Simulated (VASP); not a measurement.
Here is a VASP 6.6.1 calculation.

The input POSCAR:

```
LiF
1.0
    0.0000000000      2.0417135738      2.0417135738
    2.0417135738      0.0000000000      2.0417135738
    2.0417135738      2.0417135738      0.0000000000
Li F
1 1
Direct
    0.0000000000      0.0000000000      0.0000000000
    0.5000000000      0.5000000000      0.5000000000
```

File INCAR.step1:

```
SYSTEM = LiF
  ALGO = Normal
  EDIFF = 1E-5
  ENCUT = 910
  GGA = PE
  GGA_COMPAT = .FALSE.
  ISMEAR = 0
  LASPH = .TRUE.
  LCHARG = .FALSE.
  LREAL = .FALSE.
  LWAVE = .TRUE.
  NBANDS = 12
  NELM = 120
  PREC = Accurate
  SIGMA = 0.1
```

INCAR.step2

```
SYSTEM = LiF
  ALGO = Normal
  EDIFF = 1E-6
  ENCUT = 910
  GGA_COMPAT = .FALSE.
  ISIF = 2
  ISMEAR = 0
  ISTART = 1
  LASPH = .TRUE.
  LCHARG = .FALSE.
  LMIXTAU = .TRUE.
  LREAL = .FALSE.
  LWAVE = .FALSE.
  METAGGA = R2SCAN
  NBANDS = 12
  NELM = 120
  PREC = Accurate
  SIGMA = 0.1
```

File KPOINTS:

```
k-points
0
G
  10 10 10
  0 0 0
```

Potentials or basis: VASP PAW PBE potentials, release 64 (Li_sv, F_h).

The run is started by

```sh
$ cat potpaw_PBE.64/Li_sv/POTCAR potpaw_PBE.64/F_h/POTCAR > POTCAR
$ cp INCAR.step1 INCAR
$ mpirun -np 1 vasp_std > vasp.out
$ cp INCAR.step2 INCAR
$ mpirun -np 1 vasp_std > vasp.out
```

Problem. Estimate the pressure.

Solution. -5.9 GPa.

Problem. What does it give for the band gap on the k mesh?

Solution. 9.88 eV.

Caveat: the cutoff is under 1.25 times the usual one of these potentials, so pressure, stress and relaxed cells hold a basis-set (Pulay) error; the cell stands under tension; the PAW data sets were made with another functional, which shifts forces and pressure a little. A k mesh can miss the band edges.
